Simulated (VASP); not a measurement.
# Si3C (P6_3/mmc) in VASP: further runs

Si3C is run at these levels: PBE; tasks: single point, relaxation of cell and atoms.

Program: VASP 6.6.1. These are calculated values, not measurements. Logs are shortened: lines on timing, memory, paths and dates and some standing lists are left out, and cuts for length are marked.

**1. The cell of the first run**

It takes space group P6_3/mmc (No. 194, hexagonal). The conventional cell has a = 6.500 Å, b = 6.500 Å, c = 2.768 Å, α = 90.00°, β = 90.00°, γ = 120.00°. Within 2.7 Å of Si (site symmetry mm2) lie 2 C at 2.07 Å and 6 Si at 2.61 to 2.67 Å. C (site symmetry -6m2) has 6 Si at 2.07 Å within 2.7 Å.

**2. Single point, PBE**

File INCAR:

```
PREC = Accurate
ENCUT = 520
EDIFF = 1E-6
ISMEAR = 0
SIGMA = 0.1
LREAL = False
LASPH = True
NELM = 100
ALGO = Normal
ISIF = 2
LWAVE = False
LCHARG = True
GGA = PE
LELF = True
LVHAR = True
NBANDS = 26
```

File KPOINTS:

```
Automatic mesh
0
Gamma
  9 9 14
```

File POSCAR:

```
Si3C
1.0
    6.4995673234      0.0000000000      0.0000000000
   -3.2497836617      5.6287904157      0.0000000000
    0.0000000000      0.0000000000      2.7680866122
Si C
6 2
Direct
    0.3924646130      0.1962323065      0.7500000000
    0.8037676935      0.1962323065      0.7500000000
    0.8037676935      0.6075353870      0.7500000000
    0.6075353870      0.8037676935      0.2500000000
    0.1962323065      0.8037676935      0.2500000000
    0.1962323065      0.3924646130      0.2500000000
    0.6666666667      0.3333333333      0.2500000000
    0.3333333333      0.6666666667      0.7500000000
```

Potentials or basis: VASP PAW PBE potentials, release 64 (Si, C).

On the command line:

```bash
$ cat potpaw_PBE.64/Si/POTCAR potpaw_PBE.64/C/POTCAR > POTCAR
$ mpirun -np 1 vasp_std > vasp.out
```

OUTCAR:

```text
PREC = Accurate
   ENCUT = 520
   EDIFF = 1E-6
   ISMEAR = 0
   LREAL = False
   LASPH = True
   NELM = 100
   ISIF = 2
   GGA = PE

 ion  position               nearest neighbor table
   1  0.392  0.196  0.750-   7 2.07   7 2.07   6 2.61   6 2.61   5 2.61   5 2.61   2 2.67   3 2.67

   2  0.804  0.196  0.750-   7 2.07   7 2.07   6 2.61   6 2.61   4 2.61   4 2.61   1 2.67   3 2.67

   3  0.804  0.608  0.750-   7 2.07   7 2.07   4 2.61   4 2.61   5 2.61   5 2.61   1 2.67   2 2.67

   4  0.608  0.804  0.250-   8 2.07   8 2.07   3 2.61   3 2.61   2 2.61   2 2.61   5 2.67   6 2.67

   5  0.196  0.804  0.250-   8 2.07   8 2.07   3 2.61   3 2.61   1 2.61   1 2.61   4 2.67   6 2.67

   6  0.196  0.392  0.250-   8 2.07   8 2.07   1 2.61   1 2.61   2 2.61   2 2.61   4 2.67   5 2.67

   7  0.667  0.333  0.250-   2 2.07   2 2.07   1 2.07   1 2.07   3 2.07   3 2.07
   8  0.333  0.667  0.750-   5 2.07   5 2.07   4 2.07   4 2.07   6 2.07   6 2.07

  LATTYP: Found a hexagonal cell.
 ALAT       =     6.4995673234
 C/A-ratio  =     0.4258878283

  Lattice vectors:

 A1 = (   6.4995673234,   0.0000000000,   0.0000000000)
 A2 = (  -3.2497836617,   5.6287904157,   0.0000000000)
 A3 = (   0.0000000000,   0.0000000000,   2.7680866122)

Analysis of symmetry for initial positions (statically):
=====================================================================
 Subroutine PRICEL returns:
 Original cell was already a primitive cell.

 Routine SETGRP: Setting up the symmetry group for a
 hexagonal supercell.

 Subroutine GETGRP returns: Found 24 space group operations
 (whereof 12 operations were pure point group operations)
 out of a pool of 24 trial point group operations.

The static configuration has the point symmetry D_3d.
 The point group associated with its full space group is D_6h.

Analysis of symmetry for dynamics (positions and initial velocities):
=====================================================================
 Subroutine PRICEL returns:
 Original cell was already a primitive cell.

 Routine SETGRP: Setting up the symmetry group for a
 hexagonal supercell.

 Subroutine GETGRP returns: Found 24 space group operations
 (whereof 12 operations were pure point group operations)
 out of a pool of 24 trial point group operations.

The dynamic configuration has the point symmetry D_3d.
 The point group associated with its full space group is D_6h.

 Subroutine INISYM returns: Found 24 space group operations
 (whereof 12 operations are pure point group operations),
 and found     1 'primitive' translations

----------------------------------------------------------------------------------------

                                     Primitive cell

  volume of cell :     101.2696

  direct lattice vectors                    reciprocal lattice vectors
     6.499567323  0.000000000  0.000000000     0.153856395  0.088829031  0.000000000
    -3.249783662  5.628790416  0.000000000     0.000000000  0.177658063  0.000000000
     0.000000000  0.000000000  2.768086612     0.000000000  0.000000000  0.361260372

  length of vectors
     6.499567323  6.499567323  2.768086612     0.177658063  0.177658063  0.361260372

  position of ions in fractional coordinates (direct lattice)
     0.392464613  0.196232307  0.750000000
     0.803767693  0.196232307  0.750000000
     0.803767693  0.607535387  0.750000000
     0.607535387  0.803767693  0.250000000
     0.196232307  0.803767693  0.250000000
     0.196232307  0.392464613  0.250000000
     0.666666667  0.333333333  0.250000000
     0.333333333  0.666666667  0.750000000

  ion indices of the primitive-cell ions
   primitive index   ion index
                 1           1
                 2           2
                 3           3
                 4           4
                 5           5
                 6           6
                 7           7
                 8           8

----------------------------------------------------------------------------------------

 KPOINTS: Automatic mesh

Automatic generation of k-mesh.
 Grid dimensions read from file:
 generate k-points for:    9    9   14

 Generating k-lattice:

  Cartesian coordinates                     Fractional coordinates (reciprocal lattice)
     0.017095155  0.009869892  0.000000000     0.111111111 -0.000000000  0.000000000
     0.000000000  0.019739785  0.000000000     0.000000000  0.111111111  0.000000000
     0.000000000  0.000000000  0.025804312     0.000000000  0.000000000  0.071428571

  Length of vectors
     0.019739785  0.019739785  0.025804312

  Shift w.r.t. Gamma in fractional coordinates (k-lattice)
     0.000000000  0.000000000  0.000000000

 Subroutine IBZKPT returns following result:
 ===========================================

 Found     96 irreducible k-points:

 Following reciprocal coordinates:
            Coordinates               Weight
  0.000000  0.000000  0.000000      1.000000
  0.111111 -0.000000  0.000000      6.000000
  0.222222  0.000000  0.000000      6.000000
  0.333333  0.000000  0.000000      6.000000
  0.444444  0.000000  0.000000      6.000000
  0.111111  0.111111  0.000000      6.000000
[... 16 lines left out ...]
  0.333333  0.222222  0.071429     24.000000
  0.333333  0.333333  0.071429      4.000000
 [... further k-points ...]
   k-points           NKPTS =     96   k-points in BZ     NKDIM =     96   number of bands    NBANDS=     26
   number of dos      NEDOS =    301   number of ions     NIONS =      8
   total plane-waves  NPLWV =  55296
   dimension x,y,z NGX =    48 NGY =   48 NGZ =   24
   dimension x,y,z NGXF=    96 NGYF=   96 NGZF=   48
   ions per type =               6   2
   NGX,Y,Z   is equivalent  to a cutoff of  12.28, 12.28, 14.41 a.u.
   NGXF,Y,Z  is equivalent  to a cutoff of  24.55, 24.55, 28.83 a.u.
 SYSTEM =  unknown system
   PREC   = accura    normal or accurate (medium, high low for compatibility)
   ISTART =      0    job   : 0-new  1-cont  2-samecut
   ICHARG =      2    charge: 1-file 2-atom 10-const
   ISPIN  =      1    spin polarized calculation?
   LNONCOLLINEAR =      F non collinear calculations
   LSORBIT =      F    spin-orbit coupling
   LASPH  =      T    aspherical Exc in radial PAW
   ENCUT  =  520.0 eV  38.22 Ry    6.18 a.u.  12.08 12.08  5.15*2*pi/ulx,y,z
   NELM   =    100;   NELMIN=  2; NELMDL= -5     # of ELM steps
   EDIFF  = 0.1E-05   stopping-criterion for ELM
   LREAL  =      F    real-space projection
   EDIFFG = 0.1E-04   stopping-criterion for IOM
   NSW    =      0    number of steps for IOM
   IBRION =     -1    ionic relax: 0-MD 1-quasi-New 2-CG
   NFREE  =      0    steps in history (QN), initial steepest desc. (CG)
   ISIF   =      2    stress and relaxation
   ISYM   =      2    0-nonsym 1-usesym 2-fastsym
   POTIM  = 0.5000    time-step for ionic-motion
   TEBEG  =    0.0;   TEEND  =   0.0 temperature during run
   PSTRESS=    0.0 pullay stress
   NELECT =      32.0000    total number of electrons
   NUPDOWN=      -1.0000    fix difference up-down
   EMIN   =  10.00;   EMAX   =-10.00  energy-range for DOS
   EFERMI =   0.00;   METHOD = LEGACY
   ISMEAR =     0;   SIGMA  =   0.10  broadening in eV -4-tet -1-fermi 0-gaus
   EFERMI_NEDOS =   21; number of points for ismear=-14 and -15
   IALGO  =     38    algorithm
   IMIX   =      4    mixing-type and parameters
     AMIX     =   0.40;   BMIX     =  1.00
     AMIX_MAG =   1.60;   BMIX_MAG =  1.00
  volume/ion in A,a.u.               =      12.66        85.43
  Fermi-wavevector in a.u.,A,eV,Ry     =   1.115060  2.107159 16.916938  1.243360
  Thomas-Fermi vector in A             =   2.251662
   LORBIT       =      0    0 simple, 1 ext, 2 COOP (PROOUT), +10 PAW based schemes
   GGA     = PE    functional components
   LHFCALC =     F    Hartree Fock is set to
   AEXX    =    0.0000 exact exchange contribution
   IVDW    =     0    specifies the selected vdW correction
   LEPSILON=     F    determine dielectric tensor
   LRPA    =     F    only Hartree local field effects (RPA)
 non-spin polarized calculation
 Gauss-broadening in eV      SIGMA  =   0.10
  energy-cutoff  :      520.00
  volume of cell :      101.27
 maximum number of plane-waves:      2748
   NGX = 25   NGY = 25   NGZ = 11

 number of electron      31.9999999 magnetization

 Free energy of the ion-electron system (eV)
  ---------------------------------------------------
  ext. energy  EPLUGINS =         0.00000000
  ---------------------------------------------------
  free energy    TOTEN  =       -45.55928671 eV

  energy without entropy =      -45.54939396  energy(sigma->0) =      -45.55434034

 E-fermi :   9.6944     XC(G=0): -11.1597

 val. band max:        9.6858249515   @ k =   0.3333   0.0000   0.2143
 cond. band min:       9.6972043025   @ k =   0.2222   0.0000   0.0000
 fundamental gap:      0.0113793510
 Fermi energy:         9.6943687058

 k-point     1 :       0.0000    0.0000    0.0000
  band No.  band energies     occupation
      1      -6.7963      2.00000
      2      -5.2505      2.00000
      3      -0.9807      2.00000
      4      -0.9807      2.00000
      5      -0.8194      2.00000
      6      -0.8194      2.00000
[... 18 lines left out ...]
     25      15.6477      0.00000
     26      16.4864      0.00000

 k-point     2 :       0.1111   -0.0000    0.0000
  band No.  band energies     occupation
      1      -6.7621      2.00000
      2      -5.3032      2.00000
      3      -1.4085      2.00000
      4      -1.3140      2.00000
      5      -0.4719      2.00000
      6      -0.3974      2.00000
[... 18 lines left out ...]
     25      15.9323      0.00000
[... 608 lines left out ...]
     25      15.5957      0.00000
     26      16.6922      0.00000

 k-point    24 :       0.3333    0.3333    0.0714
  band No.  band energies     occupation
      1      -6.0153      2.00000
      2      -6.0153      2.00000
      3      -2.7256      2.00000
      4      -0.6411      2.00000
      5      -0.6411      2.00000
      6       2.5992      2.00000
[... 18 lines left out ...]
     25      15.3558      0.00000
     26      16.6335      0.00000

 [... further k-points ...]

------------------------ aborting loop because EDIFF is reached ----------------------------------------

  FORCE on cell =-STRESS in cart. coord.  units (eV):
  Direction    XX          YY          ZZ          XY          YZ          ZX
  --------------------------------------------------------------------------------------
  -------------------------------------------------------------------------------------
  Total       -0.0344938     -0.0344938      0.0415852      0.0000000     -0.0000000      0.0000000
  in kB       -0.5457236     -0.5457236      0.6579162      0.0000000     -0.0000000      0.0000000
  external PRESSURE =      -0.1445104 kB  Pullay stress =       0.0000000 kB

 VOLUME and BASIS-vectors are now :
 -----------------------------------------------------------------------------
  energy-cutoff  :      520.00
  volume of cell :      101.27
      direct lattice vectors                 reciprocal lattice vectors
     6.499567323  0.000000000  0.000000000     0.153856395  0.088829031  0.000000000
    -3.249783662  5.628790416  0.000000000     0.000000000  0.177658063  0.000000000
     0.000000000  0.000000000  2.768086612     0.000000000  0.000000000  0.361260372

 POSITION                                       TOTAL-FORCE (eV/Angst)
 -----------------------------------------------------------------------------------
      1.91314      1.10455      2.07606         0.000728      0.000421      0.000000
      4.58643      1.10455      2.07606        -0.000728      0.000421      0.000000
      3.24978      3.41969      2.07606         0.000000     -0.000841     -0.000000
      1.33665      4.52424      0.69202        -0.000728     -0.000421     -0.000000
     -1.33665      4.52424      0.69202         0.000728     -0.000421      0.000000
      0.00000      2.20910      0.69202        -0.000000      0.000841      0.000000
      3.24978      1.87626      0.69202        -0.000000      0.000000      0.000000
     -0.00000      3.75253      2.07606         0.000000     -0.000000      0.000000
 -----------------------------------------------------------------------------------
    total drift:                               -0.000000      0.000000     -0.000000

  FREE ENERGIE OF THE ION-ELECTRON SYSTEM (eV)
  ---------------------------------------------------
  free  energy   TOTEN  =       -45.5592867083 eV

  energy  without entropy=      -45.5493939639  energy(sigma->0) =      -45.55434034
```

It took 2.3 min on 1 thread of Intel Xeon Platinum 8488C (Sapphire Rapids), shared host; peak memory 0.34 GiB.

What came out:

| Item | Value |
| --- | --- |
| Free energy | -45.5593 eV |
| Pressure | 0.0 GPa |
| Band gap on the k mesh | zero (band 16 reaches 12.42 eV, above the bottom of band 17 at 8.18 eV) |

Stress tensor (GPa, compression positive):
```
-0.05  0.00  0.00
 0.00 -0.05  0.00
 0.00  0.00  0.07
```

Levels at points of the mesh, in eV from the Fermi level:
| k point | band 14 | band 15 | band 16 | band 17 | band 18 | band 19 |
| --- | --- | --- | --- | --- | --- | --- |
| (0.00, 0.00, 0.00) | -1.09 | -0.40 | 0.03 | 0.03 | 1.74 | 3.29 |
| (0.00, 0.00, 0.50) | -5.05 | -0.24 | -0.24 | -0.24 | -0.24 | 2.06 |

(Part 1 of 2 ends here.)
